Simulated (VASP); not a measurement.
CdS (Greenockite): relaxation of shape and atoms at fixed volume with PBE

The system is CdS (Greenockite).

```xyz
4
Lattice="4.2381 0.0000 0.0000 -2.1191 3.6703 0.0000 0.0000 0.0000 6.8965" Properties=species:S:1:pos:R:3 pbc="T T T"
Cd    0.0000    2.4469   -0.0055
Cd    2.1191    1.2234    3.4428
S     0.0000    2.4469    2.5916
S     2.1191    1.2234    6.0399
```

This cell differs from its parent crystal: volume scaled by 1.03.

* Program: VASP 6.6.1
* Task: relaxation of shape and atoms at fixed volume
* Functional: PBE
* Potentials or basis: VASP PAW PBE potentials, release 64 (Cd, S)
* Cutoff: 600 eV
* k mesh: 9 × 9 × 4
* Occupations: gaussian, width 0.02 eV
* Spin: no spin polarisation
* Dipole correction: no
* Further INCAR settings: ALGO = Normal; EDIFF = 1e-06; IBRION = 2; EDIFFG = -0.01; NSW = 50; ISIF = 4

```json
{"Pressure after relaxing": "-1.3 GPa", "Band gap on the k mesh": "1.04 eV, direct"}
```

Final structure:
```cif
data_structure
_symmetry_space_group_name_H-M 'P 1'
_symmetry_Int_Tables_number 1
_cell_length_a 4.2381
_cell_length_b 4.2381
_cell_length_c 6.8965
_cell_angle_alpha 90.000
_cell_angle_beta 90.000
_cell_angle_gamma 120.000
_cell_volume 107.28
loop_
_atom_site_label
_atom_site_type_symbol
_atom_site_fract_x
_atom_site_fract_y
_atom_site_fract_z
_atom_site_occupancy
Cd1 Cd 0.33333 0.66667 0.99921 1
Cd2 Cd 0.66667 0.33333 0.49921 1
S1 S 0.33333 0.66667 0.37579 1
S2 S 0.66667 0.33333 0.87579 1
```

Levels at points of the mesh, in eV from the valence-band top:
```
           k point  band 15  band 16  band 17  band 18  band 19  band 20  band 21  band 22
(0.00, 0.00, 0.00)    -0.66    -0.03     0.00     0.00     1.04     2.69     6.48     6.48
(0.00, 0.00, 0.50)    -0.34    -0.34    -0.34    -0.34     2.69     2.69     6.10     6.10
```

Wall time 40 s on 1 thread of Intel(R) Xeon(R) 6975P-C (Granite Rapids) (shared host), peak memory 0.3 GiB.

Caveat: the relaxation stopped at its first step, so nothing moved.
